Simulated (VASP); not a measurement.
# CdF2 (Fm-3m) in VASP: further runs, part 2 of 2

VASP 6.6.1.

## 3. Relaxation of cell and atoms, PBE, target pressure 60 GPa, at which the enthalpy is minimised

This run uses another cell than the first one, of 10.38 Å³/atom, 0.854 times its volume.

File INCAR:

```
SYSTEM = CdF2
PREC     = Accurate       ! precision mode
ENCUT    = 600            ! plane-wave cutoff, eV
EDIFF    = 1E-7           ! SCF threshold, eV
ISMEAR   = 0              ! smearing method
SIGMA    = 0.02           ! smearing width, eV
LREAL    = .FALSE.        ! projectors in reciprocal space
LASPH    = .TRUE.         ! aspherical terms in the spheres
NELM     = 120            ! most SCF steps
ALGO     = Normal         ! electronic algorithm
ISIF     = 3              ! what is computed and relaxed
LWAVE    = .FALSE.        ! write WAVECAR
LCHARG   = .FALSE.        ! write CHGCAR
GGA      = PE             ! functional
IBRION   = 2              ! ionic algorithm
NSW      = 70             ! ionic steps
EDIFFG   = -0.008         ! ionic threshold
PSTRESS  = 600.0        
GGA_COMPAT= .FALSE.      
NELMIN   = 4
```

File KPOINTS:

```
Automatic mesh
0
G
  8 8 8
  0 0 0
```

File POSCAR:

```
CdF2
1.0
    0.0000000000      2.4974323743      2.4974323743
    2.4974323743      0.0000000000      2.4974323743
    2.4974323743      2.4974323743      0.0000000000
Cd F
1 2
Direct
    0.0000000000      0.0000000000      0.0000000000
    0.2500000000      0.2500000000      0.2500000000
    0.7500000000      0.7500000000      0.7500000000
```

Potentials or basis: VASP PAW PBE potentials, release 64 (Cd_sv_GW, F).

Launch:

```
$ cat potpaw_PBE.64/Cd_sv_GW/POTCAR potpaw_PBE.64/F/POTCAR > POTCAR
$ mpirun -np 1 vasp_std > vasp.out
```

OUTCAR:

```text
SYSTEM = CdF2
   PREC = Accurate
   ENCUT = 600
   EDIFF = 1E-7
   ISMEAR = 0
   LREAL = .FALSE.
   LASPH = .TRUE.
   NELM = 120
   ISIF = 3
   GGA = PE
   IBRION = 2
   NSW = 70
   EDIFFG = -0.008
   PSTRESS = 600.0
   NELMIN = 4

 ion  position               nearest neighbor table
   1  0.000  0.000  0.000-   3 2.16   3 2.16   3 2.16   2 2.16   3 2.16   2 2.16   2 2.16   2 2.16

   2  0.250  0.250  0.250-   1 2.16   1 2.16   1 2.16   1 2.16
   3  0.750  0.750  0.750-   1 2.16   1 2.16   1 2.16   1 2.16

  LATTYP: Found a face centered cubic cell.
 ALAT       =     4.9948647486

  Lattice vectors:

 A1 = (   0.0000000000,   2.4974323743,   2.4974323743)
 A2 = (   2.4974323743,   0.0000000000,   2.4974323743)
 A3 = (   2.4974323743,   2.4974323743,   0.0000000000)

Analysis of symmetry for initial positions (statically):
=====================================================================
 Subroutine PRICEL returns:
 Original cell was already a primitive cell.

 Routine SETGRP: Setting up the symmetry group for a
 face centered cubic supercell.

 Subroutine GETGRP returns: Found 48 space group operations
 (whereof 48 operations were pure point group operations)
 out of a pool of 48 trial point group operations.

The static configuration has the point symmetry O_h .

Analysis of symmetry for dynamics (positions and initial velocities):
=====================================================================
 Subroutine PRICEL returns:
 Original cell was already a primitive cell.

 Routine SETGRP: Setting up the symmetry group for a
 face centered cubic supercell.

 Subroutine GETGRP returns: Found 48 space group operations
 (whereof 48 operations were pure point group operations)
 out of a pool of 48 trial point group operations.

The dynamic configuration has the point symmetry O_h .

 Subroutine INISYM returns: Found 48 space group operations
[... 116 lines left out ...]
   IALGO  =     38    algorithm
   IMIX   =      4    mixing-type and parameters
     AMIX     =   0.40;   BMIX     =  1.00
     AMIX_MAG =   1.60;   BMIX_MAG =  1.00
  volume/ion in A,a.u.               =      10.38        70.08
  Fermi-wavevector in a.u.,A,eV,Ry     =   1.685508  3.185148 38.653283  2.840936
  Thomas-Fermi vector in A             =   2.768339
   LORBIT       =      0    0 simple, 1 ext, 2 COOP (PROOUT), +10 PAW based schemes
   GGA     = PE    functional components
   LHFCALC =     F    Hartree Fock is set to
   AEXX    =    0.0000 exact exchange contribution
   IVDW    =     0    specifies the selected vdW correction
   LEPSILON=     F    determine dielectric tensor
   LRPA    =     F    only Hartree local field effects (RPA)
 conjugate gradient relaxation of ions
 non-spin polarized calculation
 Gauss-broadening in eV      SIGMA  =   0.02
  energy-cutoff  :      600.00
  volume of cell :       31.15
 maximum number of plane-waves:      1056
   NGX = 15   NGY = 15   NGZ = 15

--------------------------------------- Ionic step        1  -------------------------------------------

 number of electron      34.0000003 magnetization

 Free energy of the ion-electron system (eV)
  ---------------------------------------------------
  ext. energy  EPLUGINS =         0.00000000
  ---------------------------------------------------
  free energy    TOTEN  =        -9.78222404 eV

  energy without entropy =       -9.78222404  energy(sigma->0) =       -9.78222404

------------------------ aborting loop because EDIFF is reached ----------------------------------------

  FORCE on cell =-STRESS in cart. coord.  units (eV):
  Direction    XX          YY          ZZ          XY          YZ          ZX
  --------------------------------------------------------------------------------------
  -------------------------------------------------------------------------------------
  Total        9.7519904      9.7519904      9.7519904     -0.0000000      0.0000000      0.0000000
  in kB      501.5250612    501.5250612    501.5250612     -0.0000000      0.0000000      0.0000000
  external PRESSURE =     -98.4749388 kB  Pullay stress =     600.0000000 kB
[... 104 lines left out ...]
--------------------------------------- Ionic step        4  -------------------------------------------

 number of electron      34.0000018 magnetization

 Free energy of the ion-electron system (eV)
  ---------------------------------------------------
  ext. energy  EPLUGINS =         0.00000000
  ---------------------------------------------------
  free energy    TOTEN  =        -9.46657845 eV

  energy without entropy =       -9.46657845  energy(sigma->0) =       -9.46657845

 E-fermi :   3.8242     XC(G=0): -12.0713

 val. band max:        3.6175232667   @ k =  -0.2500   0.5000   0.2500
 cond. band min:       7.6589119260   @ k =   0.0000   0.0000   0.0000
 fundamental gap:      4.0413886593
 Fermi energy:         3.8242198855

 k-point     1 :       0.0000    0.0000    0.0000
  band No.  band energies     occupation
      1     -94.5658      2.00000
      2     -55.7030      2.00000
      3     -55.7030      2.00000
      4     -55.7030      2.00000
      5     -19.0693      2.00000
      6     -17.0385      2.00000
[... 565 lines left out ...]
     20      18.6971      0.00000
     21      19.5060      0.00000

 [... further k-points ...]
[... 5 lines left out ...]
  --------------------------------------------------------------------------------------
  -------------------------------------------------------------------------------------
  Total       11.3184563     11.3184563     11.3184563      0.0000000     -0.0000000      0.0000000
  in kB      599.8007229    599.8007229    599.8007229      0.0000000     -0.0000000      0.0000000
  external PRESSURE =      -0.1992771 kB  Pullay stress =     600.0000000 kB
[... 22 lines left out ...]
  energy  without entropy=       -9.4665784455  energy(sigma->0) =       -9.46657845

  enthalpy is  TOTEN    =         1.8556383060 eV   P V=       11.3222167515

 reached required accuracy - stopping structural energy minimisation
```

It took 77 s on 1 thread of AMD EPYC 7R43 (Zen 3), shared host; peak memory 0.15 GiB.

Results:

```
Free energy                                            : -9.4666 eV
Relaxed volume                                         : 10.08 Å³/atom
Relaxed cell                                           : a = 3.497 Å, b = 3.497 Å, c = 3.497 Å, α = 60.00°, β = 60.00°, γ = 60.00°
Space group after relaxing (to 0.05 Å)                 : Fm-3m (No. 225)
Energy change on relaxing (the enthalpy is what falls) : +105.2 meV/atom
Ionic steps                                            : 4
Pressure after relaxing                                : 60.0 GPa
Band gap on the k mesh                                 : 4.04 eV, indirect (least direct gap 4.11 eV)
```

Step by step:
```csv
step,energy change (eV),largest force (eV/Å),pressure (GPa),volume (Å³)
1,0.0000,0.0000,50.15,31.15
2,1.1537,0.0000,84.86,28.36
3,0.3088,0.0000,59.78,30.25
4,0.3156,0.0000,59.98,30.23
```

Final structure:
```yaml
crystal:
  lattice:
    - [0.00000, 2.47260, 2.47260]
    - [2.47260, 0.00000, 2.47260]
    - [2.47260, 2.47260, 0.00000]
  atoms:
    - { symbol: Cd, position: [0.00000, 0.00000, 0.00000] }
    - { symbol: F, position: [0.25000, 0.25000, 0.25000] }
    - { symbol: F, position: [0.75000, 0.75000, 0.75000] }
```

Levels at points of the mesh, in eV from the valence-band top:
```csv
k point,band 15,band 16,band 17,band 18,band 19,band 20
"(0.00, 0.00, 0.00)",-0.07,-0.07,-0.07,4.04,13.73,13.73
"(0.50, 0.00, 0.00)",-3.10,-0.14,-0.14,9.27,9.79,16.83
"(0.50, 0.50, 0.00)",-1.22,-0.13,-0.13,10.18,11.17,12.37
```

Caveat: the cell is relaxed towards a set pressure, so the enthalpy falls and the energy may rise. A k mesh can miss the band edges.
